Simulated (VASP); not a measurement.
# Nb (Im-3m) in VASP: further runs, part 2 of 2

VASP 6.6.1.

### 4 Single point, PBE (volume scaled by 0.97)

INCAR reads:

```
SYSTEM = Nb
  PREC = Accurate
  ENCUT = 520
  EDIFF = 1E-6
  ISMEAR = 0
  SIGMA = 0.1
  LREAL = .FALSE.
  LASPH = .TRUE.
  NELM = 80
  ALGO = Fast
  ISIF = 2
  LWAVE = .FALSE.
  LCHARG = .FALSE.
  GGA = PE
  NBANDS = 12
```

KPOINTS reads:

```
regular mesh
0
G
  18 18 18
  0 0 0
```

POSCAR reads:

```
Nb
1.0
   -1.6388340494      1.6388340494      1.6388340494
    1.6388340494     -1.6388340494      1.6388340494
    1.6388340494      1.6388340494     -1.6388340494
Nb
1
Direct
    0.0000000000      0.0000000000      0.0000000000
```

Potentials or basis: VASP PAW PBE potentials, release 64 (Nb_sv).

Run with:

```
cat potpaw_PBE.64/Nb_sv/POTCAR > POTCAR
mpirun -np 1 vasp_std > vasp.out
```

OUTCAR:

```text
SYSTEM = Nb
   PREC = Accurate
   ENCUT = 520
   EDIFF = 1E-6
   ISMEAR = 0
   LREAL = .FALSE.
   LASPH = .TRUE.
   NELM = 80
   ISIF = 2
   GGA = PE

 ion  position               nearest neighbor table
   1  0.000  0.000  0.000-

  LATTYP: Found a body centered cubic cell.
 ALAT       =     3.2776680988

  Lattice vectors:

 A1 = (  -1.6388340494,   1.6388340494,   1.6388340494)
 A2 = (   1.6388340494,  -1.6388340494,   1.6388340494)
 A3 = (   1.6388340494,   1.6388340494,  -1.6388340494)

Analysis of symmetry for initial positions (statically):
=====================================================================
 Subroutine PRICEL returns:
 Original cell was already a primitive cell.

 Routine SETGRP: Setting up the symmetry group for a
 body centered cubic supercell.

 Subroutine GETGRP returns: Found 48 space group operations
 (whereof 48 operations were pure point group operations)
 out of a pool of 48 trial point group operations.

The static configuration has the point symmetry O_h .

Analysis of symmetry for dynamics (positions and initial velocities):
[... 168 lines left out ...]
      1     -42.8428      2.00000
      2     -18.0888      2.00000
      3     -18.0888      2.00000
      4     -18.0888      2.00000
      5       5.5135      2.00000
      6      11.8586      0.00000
      7      11.8586      0.00000
      8      11.8586      0.00000
      9      14.8444      0.00000
     10      14.8444      0.00000
     11      25.7831      0.00000
     12      25.7831      0.00000
[... 331 lines left out ...]
 k-point    24 :       0.3889    0.1111    0.0000
  band No.  band energies     occupation
      1     -42.5739      2.00000
      2     -19.4540      2.00000
      3     -18.5884      2.00000
      4     -18.1662      2.00000
      5       8.0825      2.00000
      6       9.9135      2.00000
      7      12.6792      0.00000
      8      14.7377      0.00000
      9      15.8603      0.00000
     10      18.4238      0.00000
     11      23.6727      0.00000
     12      24.2535      0.00000

 [... further k-points ...]

------------------------ aborting loop because EDIFF is reached ----------------------------------------

  FORCE on cell =-STRESS in cart. coord.  units (eV):
  Direction    XX          YY          ZZ          XY          YZ          ZX
  --------------------------------------------------------------------------------------
  -------------------------------------------------------------------------------------
  Total        0.5479892      0.5479892      0.5479892      0.0000000      0.0000000     -0.0000000
  in kB       49.8675082     49.8675082     49.8675082      0.0000000      0.0000000     -0.0000000
  external PRESSURE =      49.8675082 kB  Pullay stress =       0.0000000 kB

 VOLUME and BASIS-vectors are now :
 -----------------------------------------------------------------------------
  energy-cutoff  :      520.00
  volume of cell :       17.61
      direct lattice vectors                 reciprocal lattice vectors
    -1.638834049  1.638834049  1.638834049     0.000000000  0.305094955  0.305094955
     1.638834049 -1.638834049  1.638834049     0.305094955  0.000000000  0.305094955
     1.638834049  1.638834049 -1.638834049     0.305094955  0.305094955  0.000000000

 POSITION                                       TOTAL-FORCE (eV/Angst)
 -----------------------------------------------------------------------------------
      0.00000      0.00000      0.00000        -0.000000     -0.000000      0.000000
 -----------------------------------------------------------------------------------
    total drift:                                0.000000      0.000000      0.000000

  FREE ENERGIE OF THE ION-ELECTRON SYSTEM (eV)
  ---------------------------------------------------
  free  energy   TOTEN  =       -10.2114860996 eV

  energy  without entropy=      -10.2035123186  energy(sigma->0) =      -10.20749921
```

OSZICAR:

```text
N       E                     dE             d eps       ncg     rms          rms(c)
DAV:   1     0.116801320575E+03    0.11680E+03   -0.72971E+03  4680   0.108E+03
DAV:   2    -0.579404548658E+01   -0.12260E+03   -0.11805E+03  5036   0.392E+02
DAV:   3    -0.103112114996E+02   -0.45172E+01   -0.42970E+01  6632   0.654E+01
[... 13 lines left out ...]
RMM:  17    -0.102114811918E+02   -0.40705E-05   -0.39858E-05  5272   0.257E-02    0.275E-02
RMM:  18    -0.102114833889E+02   -0.21971E-05   -0.27155E-05  4809   0.228E-02    0.228E-02
RMM:  19    -0.102114846307E+02   -0.12418E-05   -0.13761E-05  4444   0.210E-02    0.180E-02
RMM:  20    -0.102114855331E+02   -0.90245E-06   -0.10075E-05  4153   0.144E-02    0.196E-02
RMM:  21    -0.102114860996E+02   -0.56643E-06   -0.51906E-06  4001   0.102E-02
   1 F= -.10211486E+02 E0= -.10207499E+02  d E =-.797378E-02
```

Wall time 44 s (1 thread of Intel Xeon Platinum 8488C (Sapphire Rapids), shared host); peak memory 0.16 GiB.

Results:

- Free energy: -10.2115 eV
- Pressure: 5.0 GPa

### 5 Single point, PBE

INCAR reads:

```
PREC     = Accurate       # precision mode
ENCUT    = 520            # plane-wave cutoff, eV
EDIFF    = 1E-6           # SCF threshold, eV
ISMEAR   = 0              # smearing method
SIGMA    = 0.1            # smearing width, eV
LREAL    = F              # projectors in reciprocal space
LASPH    = T              # aspherical terms in the spheres
NELM     = 60             # most SCF steps
ALGO     = Normal         # electronic algorithm
ISIF     = 2              # what is computed and relaxed
LWAVE    = F              # write WAVECAR
LCHARG   = F              # write CHGCAR
GGA      = PE             # functional
NBANDS   = 12             # bands
```

KPOINTS reads:

```
regular mesh
0
Gamma
  18 18 18
```

POSCAR reads:

```
Nb
1.0
   -1.6555580009      1.6555580009      1.6555580009
    1.6555580009     -1.6555580009      1.6555580009
    1.6555580009      1.6555580009     -1.6555580009
Nb
1
Direct
    0.0000000000      0.0000000000      0.0000000000
```

Run with:

```
cat potpaw_PBE.64/Nb_sv/POTCAR > POTCAR
mpirun -np 1 vasp_std > vasp.out
```

Wall time 20 s (1 thread of Intel Xeon Platinum 8488C (Sapphire Rapids), shared host); peak memory 0.17 GiB.

The run converged. Its results:

```
Free energy : -10.2198 eV
Pressure    : -0.3 GPa
```

Levels at points of the mesh, in eV from the Fermi level:
```tsv
k point	band 4	band 5	band 6	band 7	band 8	band 9
(0.00, 0.00, 0.00)	-29.68	-5.91	0.39	0.39	0.39	3.27
(0.50, 0.00, 0.00)	-29.69	-3.67	-1.62	2.26	3.30	3.97
(0.50, 0.50, 0.50)	-30.58	-3.66	-3.66	5.57	5.57	5.57
```

### 6 The runs side by side

```csv
cell,gap on the mesh (eV),pressure (GPa)
"a = 2.868 Å, angles 109.5°, 1 atom",none,-0.3
"a = 2.809 Å, angles 109.5°, 1 atom",none,11.3
"a = 2.839 Å, angles 109.5°, 1 atom",none,5.0
```

Alike in all rows: task single point; level PBE; potentials or basis VASP PAW PBE potentials, release 64 (Nb_sv); no spin polarisation; k mesh 18 × 18 × 18; cutoff (eV) 520; smearing gaussian 0.1 eV.

Total energies depend on the potentials used, so only differences within one code and one set of settings carry meaning.
